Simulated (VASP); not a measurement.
# BN (P6_3mc) in VASP: further runs

BN is run at these levels: r2SCAN; tasks: single point.

All numbers are computed with VASP 6.6.1; they aren't measurements. Logs are shortened: lines on timing, memory, paths and dates and some standing lists are left out, and cuts for length are marked.

### Step 1. The cell of the first run

The structure is hexagonal, space group P6_3mc (No. 186). Conventional cell: a = 2.554 Å, b = 2.554 Å, c = 4.227 Å, α = 90.00°, β = 90.00°, γ = 120.00°. B (site symmetry 3m) has 4 N at 1.49 to 1.88 Å within 2.0 Å. N (site symmetry 3m) has 4 B at 1.49 to 1.88 Å within 2.0 Å.

### Step 2. Single point, r2SCAN (all N atoms moved -0.300 Å, as atom 3 along Cartesian [0 0 1])

POSCAR reads:

```
BN
1.0
    2.5539396017      0.0000000000      0.0000000000
   -1.2769698009      2.2117765748      0.0000000000
    0.0000000000      0.0000000000      4.2268550000
B N
2 2
Direct
    0.6666666667      0.3333333333      0.9997240000
    0.3333333333      0.6666666667      0.4997240000
    0.6666666667      0.3333333333      0.5543012445
    0.3333333333      0.6666666667      0.0543012445
```

INCAR.step1 reads:

```
  PREC = Accurate
  ENCUT = 520
  ISMEAR = 0
  SIGMA = 0.05
  LREAL = False
  LASPH = True
  NELM = 60
  NBANDS = 16
  GGA = PE
  ALGO = Normal
  EDIFF = 1E-4
  LWAVE = True
  LCHARG = False
```

INCAR.step2 reads:

```
  PREC = Accurate
  ENCUT = 520
  EDIFF = 1E-6
  ISMEAR = 0
  SIGMA = 0.05
  LREAL = False
  LASPH = True
  NELM = 60
  ALGO = Normal
  ISIF = 2
  LWAVE = False
  LCHARG = False
  METAGGA = R2SCAN
  LMIXTAU = True
  NBANDS = 16
  ISTART = 1
```

KPOINTS reads:

```
regular mesh
0
Gamma
  12 12 6
```

Potentials or basis: VASP PAW PBE potentials, release 64 (B, N).

Run with:

```bash
> cat potpaw_PBE.64/B/POTCAR potpaw_PBE.64/N/POTCAR > POTCAR
> cp INCAR.step1 INCAR
> mpirun -np 1 vasp_std > vasp.out
> cp INCAR.step2 INCAR
> mpirun -np 1 vasp_std > vasp.out
```

OUTCAR:

```text
PREC = Accurate
   ENCUT = 520
   EDIFF = 1E-6
   ISMEAR = 0
   LREAL = False
   LASPH = True
   NELM = 60
   ISIF = 2
   METAGGA = R2SCAN
   ISTART = 1

 ion  position               nearest neighbor table
   1  0.667  0.333  1.000-   4 1.49   4 1.49   4 1.49   3 1.88
   2  0.333  0.667  0.500-   3 1.49   3 1.49   3 1.49   4 1.88
   3  0.667  0.333  0.554-   2 1.49   2 1.49   2 1.49   1 1.88
   4  0.333  0.667  0.054-   1 1.49   1 1.49   1 1.49   2 1.88

  LATTYP: Found a hexagonal cell.
 ALAT       =     2.5539396017
 C/A-ratio  =     1.6550332659

  Lattice vectors:

 A1 = (   2.5539396017,   0.0000000000,   0.0000000000)
 A2 = (  -1.2769698009,   2.2117765748,   0.0000000000)
 A3 = (   0.0000000000,   0.0000000000,   4.2268550000)

Analysis of symmetry for initial positions (statically):
=====================================================================
 Subroutine PRICEL returns:
 Original cell was already a primitive cell.

 Routine SETGRP: Setting up the symmetry group for a
 hexagonal supercell.

 Subroutine GETGRP returns: Found 12 space group operations
 (whereof  6 operations were pure point group operations)
 out of a pool of 24 trial point group operations.

The static configuration has the point symmetry C_3v.
 The point group associated with its full space group is C_6v.

Analysis of symmetry for dynamics (positions and initial velocities):
=====================================================================
 Subroutine PRICEL returns:
 Original cell was already a primitive cell.

 Routine SETGRP: Setting up the symmetry group for a
 hexagonal supercell.

 Subroutine GETGRP returns: Found 12 space group operations
 (whereof  6 operations were pure point group operations)
 out of a pool of 24 trial point group operations.

The dynamic configuration has the point symmetry C_3v.
 The point group associated with its full space group is C_6v.

 Subroutine INISYM returns: Found 12 space group operations
 (whereof  6 operations are pure point group operations),
 and found     1 'primitive' translations

----------------------------------------------------------------------------------------

                                     Primitive cell

  volume of cell :      23.8764

  direct lattice vectors                    reciprocal lattice vectors
     2.553939602  0.000000000  0.000000000     0.391551938  0.226062617  0.000000000
    -1.276969801  2.211776575  0.000000000     0.000000000  0.452125233  0.000000000
     0.000000000  0.000000000  4.226855000     0.000000000  0.000000000  0.236582518

  length of vectors
     2.553939602  2.553939602  4.226855000     0.452125233  0.452125233  0.236582518

  position of ions in fractional coordinates (direct lattice)
     0.666666667  0.333333333  0.999724000
     0.333333333  0.666666667  0.499724000
     0.666666667  0.333333333  0.554301245
     0.333333333  0.666666667  0.054301245

  ion indices of the primitive-cell ions
   primitive index   ion index
                 1           1
                 2           2
                 3           3
                 4           4

----------------------------------------------------------------------------------------

 KPOINTS: regular mesh

Automatic generation of k-mesh.
 Grid dimensions read from file:
 generate k-points for:   12   12    6

 Generating k-lattice:

  Cartesian coordinates                     Fractional coordinates (reciprocal lattice)
     0.032629328  0.018838551  0.000000000     0.083333333  0.000000000  0.000000000
     0.000000000  0.037677103  0.000000000     0.000000000  0.083333333  0.000000000
     0.000000000  0.000000000  0.039430420     0.000000000  0.000000000  0.166666667

  Length of vectors
     0.037677103  0.037677103  0.039430420

  Shift w.r.t. Gamma in fractional coordinates (k-lattice)
     0.000000000  0.000000000  0.000000000

 Subroutine IBZKPT returns following result:
 ===========================================

 Found     76 irreducible k-points:

 Following reciprocal coordinates:
            Coordinates               Weight
  0.000000  0.000000  0.000000      1.000000
  0.083333  0.000000  0.000000      6.000000
  0.166667  0.000000  0.000000      6.000000
  0.250000  0.000000  0.000000      6.000000
  0.333333  0.000000  0.000000      6.000000
  0.416667  0.000000  0.000000      6.000000
[... 16 lines left out ...]
  0.250000  0.000000  0.166667     12.000000
  0.333333  0.000000  0.166667     12.000000
 [... further k-points ...]
   k-points           NKPTS =     76   k-points in BZ     NKDIM =     76   number of bands    NBANDS=     16
   number of dos      NEDOS =    301   number of ions     NIONS =      4
   total plane-waves  NPLWV =  12800
   dimension x,y,z NGX =    20 NGY =   20 NGZ =   32
   dimension x,y,z NGXF=    40 NGYF=   40 NGZF=   64
   ions per type =               2   2
   NGX,Y,Z   is equivalent  to a cutoff of  13.02, 13.02, 12.59 a.u.
   NGXF,Y,Z  is equivalent  to a cutoff of  26.04, 26.04, 25.17 a.u.
 SYSTEM =  unknown system
   PREC   = accura    normal or accurate (medium, high low for compatibility)
   ISTART =      1    job   : 0-new  1-cont  2-samecut
   ICHARG =      0    charge: 1-file 2-atom 10-const
   ISPIN  =      1    spin polarized calculation?
   LNONCOLLINEAR =      F non collinear calculations
   LSORBIT =      F    spin-orbit coupling
   LASPH  =      T    aspherical Exc in radial PAW
   ENCUT  =  520.0 eV  38.22 Ry    6.18 a.u.   4.75  4.75  7.86*2*pi/ulx,y,z
   NELM   =     60;   NELMIN=  2; NELMDL=  0     # of ELM steps
   EDIFF  = 0.1E-05   stopping-criterion for ELM
   LREAL  =      F    real-space projection
   EDIFFG = 0.1E-04   stopping-criterion for IOM
   NSW    =      0    number of steps for IOM
   IBRION =     -1    ionic relax: 0-MD 1-quasi-New 2-CG
   NFREE  =      0    steps in history (QN), initial steepest desc. (CG)
   ISIF   =      2    stress and relaxation
   ISYM   =      2    0-nonsym 1-usesym 2-fastsym
   POTIM  = 0.5000    time-step for ionic-motion
   TEBEG  =    0.0;   TEEND  =   0.0 temperature during run
   PSTRESS=    0.0 pullay stress
   NELECT =      16.0000    total number of electrons
   NUPDOWN=      -1.0000    fix difference up-down
   EMIN   =  10.00;   EMAX   =-10.00  energy-range for DOS
   EFERMI =   0.00;   METHOD = LEGACY
   ISMEAR =     0;   SIGMA  =   0.05  broadening in eV -4-tet -1-fermi 0-gaus
   EFERMI_NEDOS =   21; number of points for ismear=-14 and -15
   IALGO  =     38    algorithm
   IMIX   =      4    mixing-type and parameters
     AMIX     =   0.40;   BMIX     =  1.00
     AMIX_MAG =   1.60;   BMIX_MAG =  1.00
  volume/ion in A,a.u.               =       5.97        40.28
  Fermi-wavevector in a.u.,A,eV,Ry     =   1.432600  2.707222 27.923836  2.052344
  Thomas-Fermi vector in A             =   2.552210
   LORBIT       =      0    0 simple, 1 ext, 2 COOP (PROOUT), +10 PAW based schemes
   METAGGA = R2SCAN    functional components
   LHFCALC =     F    Hartree Fock is set to
   AEXX    =    0.0000 exact exchange contribution
   IVDW    =     0    specifies the selected vdW correction
   LEPSILON=     F    determine dielectric tensor
   LRPA    =     F    only Hartree local field effects (RPA)
 non-spin polarized calculation
 Gauss-broadening in eV      SIGMA  =   0.05
  energy-cutoff  :      520.00
  volume of cell :       23.88
 maximum number of plane-waves:       660
 NGX is ok and might be reduce to    20
   NGX =  9   NGY =  9   NGZ = 15

 number of electron      16.0000004 magnetization

 Free energy of the ion-electron system (eV)
  ---------------------------------------------------
  ext. energy  EPLUGINS =         0.00000000
  ---------------------------------------------------
  free energy    TOTEN  =       -37.12119847 eV

  energy without entropy =      -37.12119847  energy(sigma->0) =      -37.12119847

 E-fermi :   8.8904     XC(G=0): -13.5528

 val. band max:        8.6050644503   @ k =   0.0000   0.0000   0.0000
 cond. band min:      13.1223571730   @ k =   0.5000   0.0000   0.3333
 fundamental gap:      4.5172927227
 Fermi energy:         8.8904247625

 k-point     1 :       0.0000    0.0000    0.0000
  band No.  band energies     occupation
      1     -14.1344      2.00000
      2      -9.9645      2.00000
      3      -3.2677      2.00000
      4       4.3458      2.00000
      5       4.3459      2.00000
      6       5.9488      2.00000
[... 8 lines left out ...]
     15      19.3019      0.00000
     16      23.4121      0.00000

 k-point     2 :       0.0833    0.0000    0.0000
  band No.  band energies     occupation
      1     -13.9833      2.00000
      2      -9.8564      2.00000
      3      -3.0919      2.00000
      4       3.6840      2.00000
      5       4.0527      2.00000
      6       5.4091      2.00000
[... 8 lines left out ...]
     15      19.8495      0.00000
     16      23.1371      0.00000

 k-point     3 :       0.1667    0.0000    0.0000
  band No.  band energies     occupation
      1     -13.5353      2.00000
      2      -9.5481      2.00000
      3      -2.5709      2.00000
      4       2.0727      2.00000
      5       3.3578      2.00000
      6       4.0526      2.00000
[... 8 lines left out ...]
     15      21.3249      0.00000
     16      22.3570      0.00000

 k-point     4 :       0.2500    0.0000    0.0000
  band No.  band energies     occupation
      1     -12.8093      2.00000
      2      -9.1012      2.00000
      3      -1.7279      2.00000
      4       0.1448      2.00000
      5       2.3308      2.00000
      6       2.5735      2.00000
[... 8 lines left out ...]
     15      22.4360      0.00000
     16      23.3588      0.00000
[... 324 lines left out ...]
 k-point    22 :       0.1667    0.0000    0.1667
  band No.  band energies     occupation
      1     -13.3660      2.00000
      2     -10.0351      2.00000
      3      -1.7860      2.00000
      4       2.2187      2.00000
      5       3.4652      2.00000
      6       3.8234      2.00000
[... 8 lines left out ...]
     15      21.1009      0.00000
     16      22.3979      0.00000

 k-point    23 :       0.2500    0.0000    0.1667
  band No.  band energies     occupation
      1     -12.6462      2.00000
      2      -9.5278      2.00000
      3      -1.1909      2.00000
      4       0.4788      2.00000
      5       2.0514      2.00000
      6       2.6872      2.00000
[... 8 lines left out ...]
     15      22.8063      0.00000
     16      23.1412      0.00000

 k-point    24 :       0.3333    0.0000    0.1667
  band No.  band energies     occupation
      1     -11.6995      2.00000
      2      -8.9953      2.00000
      3      -1.8367      2.00000
      4       0.1679      2.00000
      5       0.4864      2.00000
      6       2.0286      2.00000
[... 8 lines left out ...]
     15      23.9731      0.00000
     16      25.2975      0.00000

 [... further k-points ...]

------------------------ aborting loop because EDIFF is reached ----------------------------------------

  FORCE on cell =-STRESS in cart. coord.  units (eV):
  Direction    XX          YY          ZZ          XY          YZ          ZX
  --------------------------------------------------------------------------------------
  -------------------------------------------------------------------------------------
  Total       -0.2058459     -0.2058459      6.3845733      0.0000000      0.0000000     -0.0000000
  in kB      -13.8128622    -13.8128622    428.4234495      0.0000000      0.0000000     -0.0000000
  external PRESSURE =     133.5992417 kB  Pullay stress =       0.0000000 kB

 VOLUME and BASIS-vectors are now :
 -----------------------------------------------------------------------------
  energy-cutoff  :      520.00
  volume of cell :       23.88
      direct lattice vectors                 reciprocal lattice vectors
     2.553939602  0.000000000  0.000000000     0.391551938  0.226062617  0.000000000
    -1.276969801  2.211776575  0.000000000     0.000000000  0.452125233  0.000000000
     0.000000000  0.000000000  4.226855000     0.000000000  0.000000000  0.236582518

 POSITION                                       TOTAL-FORCE (eV/Angst)
 -----------------------------------------------------------------------------------
      1.27697      0.73726      4.22569         0.000000      0.000000     -2.437315
     -0.00000      1.47452      2.11226        -0.000000     -0.000000     -2.437315
      1.27697      0.73726      2.34295        -0.000000      0.000000      2.437315
     -0.00000      1.47452      0.22952         0.000000     -0.000000      2.437315
 -----------------------------------------------------------------------------------
    total drift:                               -0.000000     -0.000000      0.001463

  FREE ENERGIE OF THE ION-ELECTRON SYSTEM (eV)
  ---------------------------------------------------
  free  energy   TOTEN  =       -37.1211984699 eV

  energy  without entropy=      -37.1211984699  energy(sigma->0) =      -37.12119847
```

It took 78 s on 1 thread of AMD EPYC 7R43 (Zen 3), shared host; peak memory 0.11 GiB.

What came out:

```yaml
Free_energy: -37.1212 eV
Pressure: 13.4 GPa
Largest_force: 2.437 eV/Å
Band_gap_on_the_k_mesh: 4.52 eV, indirect (least direct gap 7.18 eV)
```

Forces on the atoms (eV/Å):
```
B    0.000  0.000 -2.437
B    0.000  0.000 -2.437
N    0.000  0.000  2.437
N    0.000  0.000  2.437
```

Levels at points of the mesh, in eV from the valence-band top:
| k point | band 5 | band 6 | band 7 | band 8 | band 9 | band 10 | band 11 | band 12 |
| --- | --- | --- | --- | --- | --- | --- | --- | --- |
| (0.00, 0.00, 0.00) | -4.26 | -2.66 | -2.66 | 0.00 | 7.83 | 8.15 | 8.15 | 8.76 |
| (0.50, 0.00, 0.00) | -7.29 | -7.27 | -5.13 | -3.84 | 5.78 | 6.68 | 9.97 | 10.77 |
| (0.00, 0.00, 0.50) | -3.51 | -3.51 | -3.51 | -3.51 | 8.85 | 8.85 | 9.21 | 9.21 |
| (0.50, 0.00, 0.50) | -6.31 | -6.31 | -3.28 | -3.28 | 4.77 | 4.77 | 8.04 | 8.04 |

Caveat: the cell differs from its parent crystal (all N atoms moved -0.300 Å, as atom 3 along Cartesian [0 0 1]); the PAW data sets were made with another functional, which shifts forces and pressure a little.

(Part 1 of 2 ends here.)
